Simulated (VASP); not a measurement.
# Hf (Fm-3m) in VASP: single point with LDA

Aim: the single point of Hf with LDA.

Everything below comes from runs of VASP 6.6.1. Logs are shortened: lines on timing, memory, paths and dates and some standing lists are left out, and cuts for length are marked.

### 1 The cell of the first run

Symmetry: Fm-3m, No. 225, cubic system. Conventional cell: a = 5.115 Å, b = 5.115 Å, c = 5.115 Å, α = 90.00°, β = 90.00°, γ = 90.00°. Hf (site symmetry m-3m) has 12 Hf at 3.62 Å within 4.8 Å.

### 2 Single point, LDA

Input file INCAR:

```
ALGO = Normal ; EDIFF = 1E-6
ENCUT = 500 ; GGA = CA
GGA_COMPAT = F ; ISIF = 2
ISMEAR = -1 ; LASPH = T
LCHARG = F ; LREAL = F
LWAVE = F ; NBANDS = 11
NELM = 120 ; PREC = Accurate
SIGMA = 0.1
```

Input file KPOINTS:

```
k-points
0
Gamma
  6 6 6
```

Input file POSCAR:

```
Hf
1.0
    0.0000000000      2.5575000000      2.5575000000
    2.5575000000      0.0000000000      2.5575000000
    2.5575000000      2.5575000000      0.0000000000
Hf
1
Direct
    0.0000000000      0.0000000000      0.0000000000
```

Potentials or basis: VASP PAW LDA potentials, release 64 (Hf_pv).

Run with:

```sh
$ cat potpaw_LDA.64/Hf_pv/POTCAR > POTCAR
$ mpirun -np 1 vasp_std > vasp.out
```

OUTCAR:

```text
EDIFF = 1E-6
   ENCUT = 500
   GGA = CA
   ISIF = 2
   ISMEAR = -1
   LASPH = T
   LREAL = F
   NELM = 120
   PREC = Accurate

 ion  position               nearest neighbor table
   1  0.000  0.000  0.000-

  LATTYP: Found a face centered cubic cell.
 ALAT       =     5.1150000000

  Lattice vectors:

 A1 = (   0.0000000000,   2.5575000000,   2.5575000000)
 A2 = (   2.5575000000,   0.0000000000,   2.5575000000)
 A3 = (   2.5575000000,   2.5575000000,   0.0000000000)

Analysis of symmetry for initial positions (statically):
=====================================================================
 Subroutine PRICEL returns:
 Original cell was already a primitive cell.

 Routine SETGRP: Setting up the symmetry group for a
 face centered cubic supercell.

 Subroutine GETGRP returns: Found 48 space group operations
 (whereof 48 operations were pure point group operations)
 out of a pool of 48 trial point group operations.

The static configuration has the point symmetry O_h .

Analysis of symmetry for dynamics (positions and initial velocities):
=====================================================================
 Subroutine PRICEL returns:
 Original cell was already a primitive cell.

 Routine SETGRP: Setting up the symmetry group for a
 face centered cubic supercell.

 Subroutine GETGRP returns: Found 48 space group operations
 (whereof 48 operations were pure point group operations)
 out of a pool of 48 trial point group operations.

The dynamic configuration has the point symmetry O_h .

 Subroutine INISYM returns: Found 48 space group operations
 (whereof 48 operations are pure point group operations),
 and found     1 'primitive' translations

----------------------------------------------------------------------------------------

                                     Primitive cell

  volume of cell :      33.4562

  direct lattice vectors                    reciprocal lattice vectors
     0.000000000  2.557500000  2.557500000    -0.195503421  0.195503421  0.195503421
     2.557500000  0.000000000  2.557500000     0.195503421 -0.195503421  0.195503421
     2.557500000  2.557500000  0.000000000     0.195503421  0.195503421 -0.195503421

  length of vectors
     3.616851186  3.616851186  3.616851186     0.338621859  0.338621859  0.338621859

  position of ions in fractional coordinates (direct lattice)
     0.000000000  0.000000000  0.000000000

  ion indices of the primitive-cell ions
   primitive index   ion index
                 1           1

----------------------------------------------------------------------------------------

 KPOINTS: k-points

Automatic generation of k-mesh.
 Grid dimensions read from file:
 generate k-points for:    6    6    6

 Generating k-lattice:

  Cartesian coordinates                     Fractional coordinates (reciprocal lattice)
    -0.032583904  0.032583904  0.032583904     0.166666667  0.000000000  0.000000000
     0.032583904 -0.032583904  0.032583904     0.000000000  0.166666667  0.000000000
     0.032583904  0.032583904 -0.032583904     0.000000000  0.000000000  0.166666667

  Length of vectors
     0.056436976  0.056436976  0.056436976

  Shift w.r.t. Gamma in fractional coordinates (k-lattice)
     0.000000000  0.000000000  0.000000000

 Subroutine IBZKPT returns following result:
 ===========================================

 Found     16 irreducible k-points:

 Following reciprocal coordinates:
            Coordinates               Weight
  0.000000  0.000000  0.000000      1.000000
  0.166667  0.000000  0.000000      8.000000
  0.333333  0.000000  0.000000      8.000000
  0.500000  0.000000  0.000000      4.000000
  0.166667  0.166667  0.000000      6.000000
  0.333333  0.166667  0.000000     24.000000
[... 8 lines left out ...]
 -0.333333  0.333333  0.166667     24.000000
 -0.333333  0.500000  0.166667     12.000000
   k-points           NKPTS =     16   k-points in BZ     NKDIM =     16   number of bands    NBANDS=     11
   number of dos      NEDOS =    301   number of ions     NIONS =      1
   total plane-waves  NPLWV =  21952
   dimension x,y,z NGX =    28 NGY =   28 NGZ =   28
   dimension x,y,z NGXF=    56 NGYF=   56 NGZF=   56
   ions per type =               1
   NGX,Y,Z   is equivalent  to a cutoff of  12.87, 12.87, 12.87 a.u.
   NGXF,Y,Z  is equivalent  to a cutoff of  25.74, 25.74, 25.74 a.u.
 SYSTEM =  unknown system
   PREC   = accura    normal or accurate (medium, high low for compatibility)
   ISTART =      0    job   : 0-new  1-cont  2-samecut
   ICHARG =      2    charge: 1-file 2-atom 10-const
   ISPIN  =      1    spin polarized calculation?
   LNONCOLLINEAR =      F non collinear calculations
   LSORBIT =      F    spin-orbit coupling
   LASPH  =      T    aspherical Exc in radial PAW
   ENCUT  =  500.0 eV  36.75 Ry    6.06 a.u.   6.59  6.59  6.59*2*pi/ulx,y,z
   NELM   =    120;   NELMIN=  2; NELMDL= -5     # of ELM steps
   EDIFF  = 0.1E-05   stopping-criterion for ELM
   LREAL  =      F    real-space projection
   EDIFFG = 0.1E-04   stopping-criterion for IOM
   NSW    =      0    number of steps for IOM
   IBRION =     -1    ionic relax: 0-MD 1-quasi-New 2-CG
   NFREE  =      0    steps in history (QN), initial steepest desc. (CG)
   ISIF   =      2    stress and relaxation
   ISYM   =      2    0-nonsym 1-usesym 2-fastsym
   POTIM  = 0.5000    time-step for ionic-motion
   TEBEG  =    0.0;   TEEND  =   0.0 temperature during run
   PSTRESS=    0.0 pullay stress
   NELECT =      10.0000    total number of electrons
   NUPDOWN=      -1.0000    fix difference up-down
   EMIN   =  10.00;   EMAX   =-10.00  energy-range for DOS
   EFERMI =   0.00;   METHOD = LEGACY
   ISMEAR =    -1;   SIGMA  =   0.10  broadening in eV -4-tet -1-fermi 0-gaus
   EFERMI_NEDOS =   21; number of points for ismear=-14 and -15
   IALGO  =     38    algorithm
   IMIX   =      4    mixing-type and parameters
     AMIX     =   0.40;   BMIX     =  1.00
     AMIX_MAG =   1.60;   BMIX_MAG =  1.00
  volume/ion in A,a.u.               =      33.46       225.77
  Fermi-wavevector in a.u.,A,eV,Ry     =   1.094584  2.068464 16.301340  1.198115
  Thomas-Fermi vector in A             =   2.230892
   LORBIT       =      0    0 simple, 1 ext, 2 COOP (PROOUT), +10 PAW based schemes
   GGA     = CA    functional components
   LHFCALC =     F    Hartree Fock is set to
   AEXX    =    0.0000 exact exchange contribution
   IVDW    =     0    specifies the selected vdW correction
   LEPSILON=     F    determine dielectric tensor
   LRPA    =     F    only Hartree local field effects (RPA)
 non-spin polarized calculation
  energy-cutoff  :      500.00
  volume of cell :       33.46
 maximum number of plane-waves:       869
 NGX is ok and might be reduce to    28
   NGX = 13   NGY = 13   NGZ = 13

 number of electron      10.0000001 magnetization

 Free energy of the ion-electron system (eV)
  ---------------------------------------------------
  ext. energy  EPLUGINS =         0.00000000
  ---------------------------------------------------
  free energy    TOTEN  =        -9.30712570 eV

  energy without entropy =       -9.23301130  energy(sigma->0) =       -9.27006850

 E-fermi :   2.2223     XC(G=0):  -9.7636

 val. band max:        2.2058674396   @ k =   0.5000   0.0000   0.0000
 cond. band min:       2.2474025911   @ k =  -0.3333   0.3333   0.0000
 fundamental gap:      0.0415351515
 Fermi energy:         2.2223420101

 k-point     1 :       0.0000    0.0000    0.0000
  band No.  band energies     occupation
      1     -29.0740      2.00000
      2     -29.0740      2.00000
      3     -29.0740      2.00000
      4      -3.5897      2.00000
      5       3.1797      0.00014
      6       3.1797      0.00014
      7       3.1797      0.00014
      8       4.7430      0.00000
      9       4.7430      0.00000
     10      12.3059      0.00000
     11      12.8699      0.00000

 k-point     2 :       0.1667    0.0000    0.0000
  band No.  band energies     occupation
      1     -29.1218      2.00000
      2     -29.0810      2.00000
      3     -29.0810      2.00000
      4      -2.9722      2.00000
      5       2.7299      0.01242
      6       3.3880      0.00002
      7       3.3880      0.00002
      8       4.6286      0.00000
      9       4.6286      0.00000
     10      12.5551      0.00000
     11      12.8797      0.00000

 k-point     3 :       0.3333    0.0000    0.0000
  band No.  band energies     occupation
      1     -29.2161      2.00000
      2     -29.0948      2.00000
      3     -29.0948      2.00000
      4      -1.4588      2.00000
      5       2.1476      1.35706
      6       3.2683      0.00006
      7       3.2683      0.00006
      8       5.2587      0.00000
      9       5.2587      0.00000
     10       9.3062      0.00000
     11      12.7269      0.00000

 k-point     4 :       0.5000    0.0000    0.0000
  band No.  band energies     occupation
      1     -29.2625      2.00000
      2     -29.1017      2.00000
      3     -29.1017      2.00000
      4      -0.5220      2.00000
      5       2.2059      1.08219
      6       3.0764      0.00039
      7       3.0764      0.00039
      8       5.9389      0.00000
      9       5.9389      0.00000
     10       7.2870      0.00000
     11      11.9273      0.00000
[... 127 lines left out ...]
 k-point    14 :       0.5000    0.3333    0.1667
  band No.  band energies     occupation
      1     -29.2152      2.00000
      2     -29.1524      2.00000
      3     -29.1181      2.00000
      4      -0.1316      2.00000
      5       1.7211      1.98678
      6       2.2756      0.73963
      7       4.3388      0.00000
      8       5.0128      0.00000
      9       6.3687      0.00000
     10       8.8490      0.00000
     11      10.9281      0.00000

 k-point    15 :      -0.3333    0.3333    0.1667
  band No.  band energies     occupation
      1     -29.2215      2.00000
      2     -29.1752      2.00000
      3     -29.1290      2.00000
      4       1.0254      1.99999
      5       1.4234      1.99932
      6       2.1757      1.22886
      7       3.9979      0.00000
      8       5.5587      0.00000
      9       6.7452      0.00000
     10       7.5774      0.00000
     11      10.4345      0.00000

 k-point    16 :      -0.3333    0.5000    0.1667
  band No.  band energies     occupation
      1     -29.2262      2.00000
      2     -29.1725      2.00000
      3     -29.1463      2.00000
      4       0.8626      2.00000
      5       1.4495      1.99912
      6       2.5151      0.10163
      7       4.2521      0.00000
      8       6.2799      0.00000
      9       7.0631      0.00000
     10       7.5218      0.00000
     11       8.9480      0.00000

------------------------ aborting loop because EDIFF is reached ----------------------------------------

  FORCE on cell =-STRESS in cart. coord.  units (eV):
  Direction    XX          YY          ZZ          XY          YZ          ZX
  --------------------------------------------------------------------------------------
  -------------------------------------------------------------------------------------
  Total       -4.9635086     -4.9635086     -4.9635086     -0.0000000     -0.0000000      0.0000000
  in kB     -237.6963077   -237.6963077   -237.6963077     -0.0000000     -0.0000000      0.0000000
  external PRESSURE =    -237.6963077 kB  Pullay stress =       0.0000000 kB

 VOLUME and BASIS-vectors are now :
 -----------------------------------------------------------------------------
  energy-cutoff  :      500.00
  volume of cell :       33.46
      direct lattice vectors                 reciprocal lattice vectors
     0.000000000  2.557500000  2.557500000    -0.195503421  0.195503421  0.195503421
     2.557500000  0.000000000  2.557500000     0.195503421 -0.195503421  0.195503421
     2.557500000  2.557500000  0.000000000     0.195503421  0.195503421 -0.195503421

 POSITION                                       TOTAL-FORCE (eV/Angst)
 -----------------------------------------------------------------------------------
      0.00000      0.00000      0.00000         0.000000     -0.000000      0.000000
 -----------------------------------------------------------------------------------
    total drift:                               -0.000000      0.000000     -0.000000

  FREE ENERGIE OF THE ION-ELECTRON SYSTEM (eV)
  ---------------------------------------------------
  free  energy   TOTEN  =        -9.3071257029 eV

  energy  without entropy=       -9.2330113025  energy(sigma->0) =       -9.27006850
```

It took 19 s on 1 thread of AMD EPYC 7R13, shared host; peak memory 0.11 GiB.

What came out:

```yaml
Free_energy: -9.3071 eV
Pressure: -23.8 GPa
Band_gap_on_the_k_mesh: zero (band 5 reaches 3.18 eV, above the bottom of band 6 at 2.18 eV)
```

Levels at points of the mesh, in eV from the Fermi level:
```csv
k point,band 2,band 3,band 4,band 5,band 6,band 7,band 8,band 9
"(0.00, 0.00, 0.00)",-31.30,-31.30,-5.81,0.96,0.96,0.96,2.52,2.52
"(0.50, 0.00, 0.00)",-31.32,-31.32,-2.74,-0.02,0.85,0.85,3.72,3.72
"(0.50, 0.50, 0.00)",-31.37,-31.37,-2.04,-1.15,1.25,3.69,4.05,4.05
```

Caveat: spin-orbit coupling is left out, which moves the levels of the heavy elements.
